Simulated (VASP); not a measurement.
In3GaSb2N2:

```xyz
8
Lattice="6.6595 0.0000 0.0000 -3.3297 5.7673 0.0000 0.0000 0.0000 4.9642" Properties=species:S:1:pos:R:3 pbc="T T T"
In    3.3297    0.0000    2.4821
In   -1.6649    2.8836    2.4821
In    1.6649    2.8836    2.4821
Ga    0.0000    0.0000    0.0000
Sb    0.0000    3.8448    2.4821
Sb    3.3297    1.9224    2.4821
N     0.0000    3.8448    0.0000
N     3.3297    1.9224    0.0000
```

The cell was generated, and may not be a known phase.

* Program: VASP 6.6.1
* Task: relaxation of cell and atoms
* Functional: PBE
* Potentials or basis: VASP PAW PBE potentials, release 64 (In_d, Ga_d, Sb_d_GW, N)
* Cutoff: 700 eV
* k mesh: 2 × 2 × 3
* Occupations: gaussian, width 0.15 eV
* Spin: no spin polarisation

At the start: pressure 96.0 GPa; volume 23.83 Å³/atom.

Q: How do energy, volume and symmetry change on relaxing?

A: Over 13 steps the energy falls by 5744.1 meV/atom and the volume is 41.98 Å³/atom (+76.1 %); space group P6/mmm (No. 191, to 0.1 Å) before and after.

The path:
| step | energy change (eV) | largest force (eV/Å) | pressure (GPa) | volume (Å³) |
| --- | --- | --- | --- | --- |
| 1 | 0.0000 | 0.0000 | 96.02 | 190.66 |
| 2 | -25.5581 | 0.0000 | -16.93 | 746.72 |
| 3 | -44.3391 | 0.0000 | -3.20 | 431.21 |
| 4 | -44.3891 | 0.0000 | -3.08 | 425.05 |
| 5 | -44.4611 | 0.0000 | -2.39 | 399.22 |
| 6 | -44.4667 | 0.0000 | -2.54 | 404.04 |
| 7 | -45.6995 | 0.0000 | -1.74 | 367.16 |
| 8 | -45.8940 | 0.0000 | -1.04 | 352.42 |
| 9 | -45.9061 | 0.0000 | -0.58 | 346.83 |
| 10 | -45.9076 | 0.0000 | -0.73 | 348.39 |
| 11 | -45.9488 | 0.0000 | -0.13 | 338.24 |
| 12 | -45.9518 | 0.0000 | 0.10 | 334.86 |
| 13 | -45.9531 | 0.0000 | -0.04 | 335.81 |

Final structure:
```
CELL_PARAMETERS angstrom
9.72516 0.00000 0.00000
-4.86258 8.42224 0.00000
0.00000 0.00000 4.09981
ATOMIC_POSITIONS crystal
In 0.50000 0.00000 0.50000
In 0.00000 0.50000 0.50000
In 0.50000 0.50000 0.50000
Ga 0.00000 0.00000 0.00000
Sb 0.33333 0.66667 0.50000
Sb 0.66667 0.33333 0.50000
N 0.33333 0.66667 0.00000
N 0.66667 0.33333 0.00000
```

Caveat: the k points lie up to 0.51 Å⁻¹ apart in the final cell; the volume moved by over 15 % at a fixed basis, so the end points are rough.
